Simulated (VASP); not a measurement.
Wanted: the native input for a VASP 6.6.1 run.

* Task: single point
* Functional: PBE
* Potentials or basis: VASP PAW PBE potentials, release 64 (W_sv)
* Cutoff: 520 eV
* k mesh: 20 × 20 × 20
* Occupations: fermi-dirac, width 0.4 eV
* Spin: no spin polarisation
* Dipole correction: no
* Further INCAR settings: ALGO = Fast; EDIFF = 1e-06; NBANDS = 13

The structure of W lies in POSCAR:

```
W
1.0
   -1.6372325000      1.6372325000      1.5573675000
    1.6372325000     -1.6372325000      1.5573675000
    1.6372325000      1.6372325000     -1.5573675000
W
1
Direct
    0.0000000000      0.0000000000      0.0000000000
```

This cell differs from its parent crystal: strain +0.025 along x and y, -0.025 along z.

The input as run:

INCAR

```
PREC = Accurate ; ENCUT = 520
EDIFF = 1E-6 ; ISMEAR = -1
SIGMA = 0.4 ; LREAL = False
LASPH = True ; NELM = 60
ALGO = Fast ; ISIF = 2
LWAVE = False ; LCHARG = False
GGA = PE ; NBANDS = 13
```

KPOINTS

```
regular mesh
0
Gamma
  20 20 20
```

Potentials or basis: VASP PAW PBE potentials, release 64 (W_sv).

Launch:

```bash
$ cat potpaw_PBE.64/W_sv/POTCAR > POTCAR
$ mpirun -np 1 vasp_std > vasp.out
```

It gave:

| Quantity | Value |
| --- | --- |
| Pressure | -7.5 GPa |
| Band gap on the k mesh | zero (bands 7 and 8 overlap by 5.86 eV) |

Caveat: the cell differs from its parent crystal (strain +0.025 along x and y, -0.025 along z); the cell stands under tension; so wide a smearing shifts energies and pressures; spin-orbit coupling is left out, which moves the levels of the heavy elements.

Run time: 58 s on 1 thread of Intel(R) Xeon(R) Platinum 8559C (Emerald Rapids) (shared host), peak memory 0.25 GiB.
